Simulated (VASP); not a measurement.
# AlN (zincblende type) (F-43m) in VASP: settings compared

The runs below take AlN (zincblende type) through single point, relaxation of cell and atoms, with r2SCAN+D3(BJ), r2SCAN.

Everything below comes from runs of VASP 6.6.1. Logs are shortened: lines on timing, memory, paths and dates and some standing lists are left out, and cuts for length are marked.

## 1. The cell of the first run

It takes space group F-43m (No. 216, cubic). The conventional cell has a = 4.360 Å, b = 4.360 Å, c = 4.360 Å, α = 90.00°, β = 90.00°, γ = 90.00°. Al (site symmetry -43m) has 4 N at 1.89 Å within 2.5 Å. Within 2.5 Å of N (site symmetry -43m) lie 4 Al at 1.89 Å.

## 2. Single point, r2SCAN+D3(BJ)

POSCAR

```
AlN
1.0
    0.0000000000      2.1799446927      2.1799446927
    2.1799446927      0.0000000000      2.1799446927
    2.1799446927      2.1799446927      0.0000000000
Al N
1 1
Direct
    0.0000000000      0.0000000000      0.0000000000
    0.2500000000      0.2500000000      0.2500000000
```

INCAR.step1

```
PREC = Accurate ; ENCUT = 520
ISMEAR = -1 ; SIGMA = 0.08
LREAL = False ; LASPH = True
NELM = 60 ; NBANDS = 11
GGA = PE ; ALGO = Normal
EDIFF = 1E-4 ; LWAVE = True
LCHARG = False
```

INCAR.step2

```
PREC = Accurate ; ENCUT = 520
EDIFF = 1E-6 ; ISMEAR = -1
SIGMA = 0.08 ; LREAL = False
LASPH = True ; NELM = 60
ALGO = Normal ; ISIF = 2
LWAVE = False ; LCHARG = False
METAGGA = R2SCAN ; LMIXTAU = True
IVDW = 12 ; VDW_S6 = 1.0
VDW_S8 = 0.78981345 ; VDW_A1 = 0.49484001
VDW_A2 = 5.73083694 ; NBANDS = 11
ISTART = 1
```

KPOINTS

```
Automatic mesh
0
Gamma
  15 15 15
```

Potentials or basis: VASP PAW PBE potentials, release 64 (Al, N).

The run is started by

```console
> cat potpaw_PBE.64/Al/POTCAR potpaw_PBE.64/N/POTCAR > POTCAR
> cp INCAR.step1 INCAR
> mpirun -np 1 vasp_std > vasp.out
> cp INCAR.step2 INCAR
> mpirun -np 1 vasp_std > vasp.out
```

OUTCAR:

```text
PREC = Accurate
   ENCUT = 520
   EDIFF = 1E-6
   ISMEAR = -1
   LREAL = False
   LASPH = True
   NELM = 60
   ISIF = 2
   METAGGA = R2SCAN
   IVDW = 12
   ISTART = 1
 IVDW          = 12

 ion  position               nearest neighbor table
   1  0.000  0.000  0.000-   2 1.89   2 1.89   2 1.89   2 1.89
   2  0.250  0.250  0.250-   1 1.89   1 1.89   1 1.89   1 1.89

  LATTYP: Found a face centered cubic cell.
 ALAT       =     4.3598893854

  Lattice vectors:

 A1 = (   0.0000000000,   2.1799446927,   2.1799446927)
 A2 = (   2.1799446927,   0.0000000000,   2.1799446927)
 A3 = (   2.1799446927,   2.1799446927,   0.0000000000)

Analysis of symmetry for initial positions (statically):
=====================================================================
 Subroutine PRICEL returns:
 Original cell was already a primitive cell.

 Routine SETGRP: Setting up the symmetry group for a
 face centered cubic supercell.

 Subroutine GETGRP returns: Found 24 space group operations
 (whereof 24 operations were pure point group operations)
 out of a pool of 48 trial point group operations.

The static configuration has the point symmetry T_d .

Analysis of symmetry for dynamics (positions and initial velocities):
=====================================================================
 Subroutine PRICEL returns:
 Original cell was already a primitive cell.

 Routine SETGRP: Setting up the symmetry group for a
 face centered cubic supercell.

 Subroutine GETGRP returns: Found 24 space group operations
 (whereof 24 operations were pure point group operations)
 out of a pool of 48 trial point group operations.

The dynamic configuration has the point symmetry T_d .

 Subroutine INISYM returns: Found 24 space group operations
 (whereof 24 operations are pure point group operations),
 and found     1 'primitive' translations

----------------------------------------------------------------------------------------

                                     Primitive cell

  volume of cell :      20.7189

  direct lattice vectors                    reciprocal lattice vectors
     0.000000000  2.179944693  2.179944693    -0.229363617  0.229363617  0.229363617
     2.179944693  0.000000000  2.179944693     0.229363617 -0.229363617  0.229363617
     2.179944693  2.179944693  0.000000000     0.229363617  0.229363617 -0.229363617

  length of vectors
     3.082907350  3.082907350  3.082907350     0.397269438  0.397269438  0.397269438

  position of ions in fractional coordinates (direct lattice)
     0.000000000  0.000000000  0.000000000
     0.250000000  0.250000000  0.250000000

  ion indices of the primitive-cell ions
   primitive index   ion index
                 1           1
                 2           2

----------------------------------------------------------------------------------------

 KPOINTS: Automatic mesh

Automatic generation of k-mesh.
 Grid dimensions read from file:
 generate k-points for:   15   15   15

 Generating k-lattice:

  Cartesian coordinates                     Fractional coordinates (reciprocal lattice)
    -0.015290908  0.015290908  0.015290908     0.066666667  0.000000000  0.000000000
     0.015290908 -0.015290908  0.015290908     0.000000000  0.066666667  0.000000000
     0.015290908  0.015290908 -0.015290908     0.000000000  0.000000000  0.066666667

  Length of vectors
     0.026484629  0.026484629  0.026484629

  Shift w.r.t. Gamma in fractional coordinates (k-lattice)
     0.000000000  0.000000000  0.000000000

 Subroutine IBZKPT returns following result:
 ===========================================

 Found    120 irreducible k-points:

 Following reciprocal coordinates:
            Coordinates               Weight
  0.000000  0.000000  0.000000      1.000000
  0.066667  0.000000  0.000000      8.000000
  0.133333  0.000000  0.000000      8.000000
  0.200000  0.000000  0.000000      8.000000
  0.266667  0.000000  0.000000      8.000000
  0.333333  0.000000  0.000000      8.000000
[... 16 lines left out ...]
  0.133333  0.133333  0.000000      6.000000
  0.200000  0.133333  0.000000     24.000000
 [... further k-points ...]
   k-points           NKPTS =    120   k-points in BZ     NKDIM =    120   number of bands    NBANDS=     11
   number of dos      NEDOS =    301   number of ions     NIONS =      2
   total plane-waves  NPLWV =  13824
   dimension x,y,z NGX =    24 NGY =   24 NGZ =   24
   dimension x,y,z NGXF=    48 NGYF=   48 NGZF=   48
   ions per type =               1   1
   NGX,Y,Z   is equivalent  to a cutoff of  12.94, 12.94, 12.94 a.u.
   NGXF,Y,Z  is equivalent  to a cutoff of  25.88, 25.88, 25.88 a.u.
 SYSTEM =  unknown system
   PREC   = accura    normal or accurate (medium, high low for compatibility)
   ISTART =      1    job   : 0-new  1-cont  2-samecut
   ICHARG =      0    charge: 1-file 2-atom 10-const
   ISPIN  =      1    spin polarized calculation?
   LNONCOLLINEAR =      F non collinear calculations
   LSORBIT =      F    spin-orbit coupling
   LASPH  =      T    aspherical Exc in radial PAW
   ENCUT  =  520.0 eV  38.22 Ry    6.18 a.u.   5.73  5.73  5.73*2*pi/ulx,y,z
   NELM   =     60;   NELMIN=  2; NELMDL=  0     # of ELM steps
   EDIFF  = 0.1E-05   stopping-criterion for ELM
   LREAL  =      F    real-space projection
   EDIFFG = 0.1E-04   stopping-criterion for IOM
   NSW    =      0    number of steps for IOM
   IBRION =     -1    ionic relax: 0-MD 1-quasi-New 2-CG
   NFREE  =      0    steps in history (QN), initial steepest desc. (CG)
   ISIF   =      2    stress and relaxation
   ISYM   =      2    0-nonsym 1-usesym 2-fastsym
   POTIM  = 0.5000    time-step for ionic-motion
   TEBEG  =    0.0;   TEEND  =   0.0 temperature during run
   PSTRESS=    0.0 pullay stress
   NELECT =       8.0000    total number of electrons
   NUPDOWN=      -1.0000    fix difference up-down
   EMIN   =  10.00;   EMAX   =-10.00  energy-range for DOS
   EFERMI =   0.00;   METHOD = LEGACY
   ISMEAR =    -1;   SIGMA  =   0.08  broadening in eV -4-tet -1-fermi 0-gaus
   EFERMI_NEDOS =   21; number of points for ismear=-14 and -15
   IALGO  =     38    algorithm
   IMIX   =      4    mixing-type and parameters
     AMIX     =   0.40;   BMIX     =  1.00
     AMIX_MAG =   1.60;   BMIX_MAG =  1.00
  volume/ion in A,a.u.               =      10.36        69.91
  Fermi-wavevector in a.u.,A,eV,Ry     =   1.192109  2.252760 19.335569  1.421124
  Thomas-Fermi vector in A             =   2.328155
   LORBIT       =      0    0 simple, 1 ext, 2 COOP (PROOUT), +10 PAW based schemes
   METAGGA = R2SCAN    functional components
   LHFCALC =     F    Hartree Fock is set to
   AEXX    =    0.0000 exact exchange contribution
   IVDW    =    12    specifies the selected vdW correction
   LEPSILON=     F    determine dielectric tensor
   LRPA    =     F    only Hartree local field effects (RPA)
 non-spin polarized calculation
  energy-cutoff  :      520.00
  volume of cell :       20.72
 maximum number of plane-waves:       568
   NGX = 11   NGY = 11   NGZ = 11

 number of electron       7.9999999 magnetization

 Free energy of the ion-electron system (eV)
  ---------------------------------------------------
  ext. energy  EPLUGINS =         0.00000000
  ---------------------------------------------------
  free energy    TOTEN  =       -19.17923673 eV

  energy without entropy =      -19.17923673  energy(sigma->0) =      -19.17923673

 E-fermi :   7.3937     XC(G=0): -11.4437

 val. band max:        5.7449854375   @ k =   0.0000   0.0000   0.0000
 cond. band min:       9.7528357635   @ k =   0.4667   0.4667   0.0000
 fundamental gap:      4.0078503260
 Fermi energy:         7.3936722134

 k-point     1 :       0.0000    0.0000    0.0000
  band No.  band energies     occupation
      1     -10.0291      2.00000
      2       5.7450      2.00000
      3       5.7450      2.00000
      4       5.7450      2.00000
      5      10.6897      0.00000
      6      19.3238      0.00000
      7      19.3238      0.00000
      8      19.3238      0.00000
      9      24.3257      0.00000
     10      24.3257      0.00000
     11      26.0508      0.00000

 k-point     2 :       0.0667    0.0000    0.0000
  band No.  band energies     occupation
      1      -9.9629      2.00000
      2       5.3605      2.00000
      3       5.7213      2.00000
      4       5.7213      2.00000
      5      11.0114      0.00000
      6      19.1451      0.00000
      7      19.3976      0.00000
      8      19.3976      0.00000
      9      23.5711      0.00000
     10      23.5711      0.00000
     11      25.6086      0.00000

 k-point     3 :       0.1333    0.0000    0.0000
  band No.  band energies     occupation
      1      -9.7692      2.00000
      2       4.4416      2.00000
      3       5.6557      2.00000
      4       5.6557      2.00000
      5      11.7338      0.00000
      6      18.6985      0.00000
      7      19.5087      0.00000
      8      19.5087      0.00000
      9      22.7350      0.00000
     10      22.7350      0.00000
     11      24.8972      0.00000

 k-point     4 :       0.2000    0.0000    0.0000
  band No.  band energies     occupation
      1      -9.4626      2.00000
      2       3.3157      2.00000
      3       5.5630      2.00000
      4       5.5630      2.00000
      5      12.5134      0.00000
      6      18.1518      0.00000
      7      19.3509      0.00000
      8      19.3509      0.00000
      9      22.6041      0.00000
     10      22.6041      0.00000
     11      24.3724      0.00000
[... 239 lines left out ...]
 k-point    22 :      -0.0667    0.0667    0.0000
  band No.  band energies     occupation
      1      -9.8543      2.00000
      2       4.8856      2.00000
      3       5.5469      2.00000
      4       5.7425      2.00000
      5      11.4563      0.00000
      6      18.8868      0.00000
      7      19.4686      0.00000
      8      19.4980      0.00000
      9      22.3720      0.00000
     10      23.3922      0.00000
     11      26.3054      0.00000

 k-point    23 :       0.1333    0.1333    0.0000
  band No.  band energies     occupation
      1      -9.6831      2.00000
      2       4.5101      2.00000
      3       5.3889      2.00000
      4       5.3889      2.00000
      5      12.0059      0.00000
      6      18.3199      0.00000
      7      19.8483      0.00000
      8      19.8483      0.00000
      9      20.1745      0.00000
     10      24.8932      0.00000
     11      27.1720      0.00000

 k-point    24 :       0.2000    0.1333    0.0000
  band No.  band energies     occupation
      1      -9.4571      2.00000
      2       3.7959      2.00000
      3       5.2297      2.00000
      4       5.2839      2.00000
      5      12.5101      0.00000
      6      17.9473      0.00000
      7      18.9587      0.00000
      8      20.0215      0.00000
      9      20.4563      0.00000
     10      24.8535      0.00000
     11      26.9007      0.00000

 [... further k-points ...]

------------------------ aborting loop because EDIFF is reached ----------------------------------------

 Edisp (eV)   -0.25498

 E8    (eV) :    -0.0766

  FORCE on cell =-STRESS in cart. coord.  units (eV):
  Direction    XX          YY          ZZ          XY          YZ          ZX
  --------------------------------------------------------------------------------------
  -------------------------------------------------------------------------------------
  Total      -0.12090    -0.12090    -0.12090     0.00000     0.00000     0.00000
  in kB      -9.34920    -9.34920    -9.34920     0.00000     0.00000     0.00000
  external pressure =       -9.35 kB  Pullay stress =        0.00 kB

 VOLUME and BASIS-vectors are now :
 -----------------------------------------------------------------------------
  energy-cutoff  :      520.00
  volume of cell :       20.72
      direct lattice vectors                 reciprocal lattice vectors
     0.000000000  2.179944693  2.179944693    -0.229363617  0.229363617  0.229363617
     2.179944693  0.000000000  2.179944693     0.229363617 -0.229363617  0.229363617
     2.179944693  2.179944693  0.000000000     0.229363617  0.229363617 -0.229363617

 POSITION                                       TOTAL-FORCE (eV/Angst)
 -----------------------------------------------------------------------------------
      0.00000      0.00000      0.00000         0.000000     -0.000000     -0.000000
      1.08997      1.08997      1.08997         0.000000      0.000000      0.000000
 -----------------------------------------------------------------------------------
    total drift:                               -0.000001     -0.000001     -0.000001

  FREE ENERGIE OF THE ION-ELECTRON SYSTEM (eV)
  ---------------------------------------------------
  free  energy   TOTEN  =       -19.4342187650 eV

  energy  without entropy=      -19.4342187649  energy(sigma->0) =      -19.43421876
```

Run time: 39 s. Hardware: 1 thread of Intel Xeon Platinum 8488C (Sapphire Rapids), shared host; peak memory 0.16 GiB.

Results:

- Free energy: -19.4342 eV
- Pressure: -0.9 GPa
- Band gap on the k mesh: 4.01 eV (least direct gap 4.94 eV)
- Dispersion energy per atom: -0.127 eV

Caveat: three body term missing; the PAW data sets were made with another functional, which shifts forces and pressure a little; an odd mesh through Γ misses points on the zone boundary, where band edges can lie.

(Continued in part 2 of 2.)
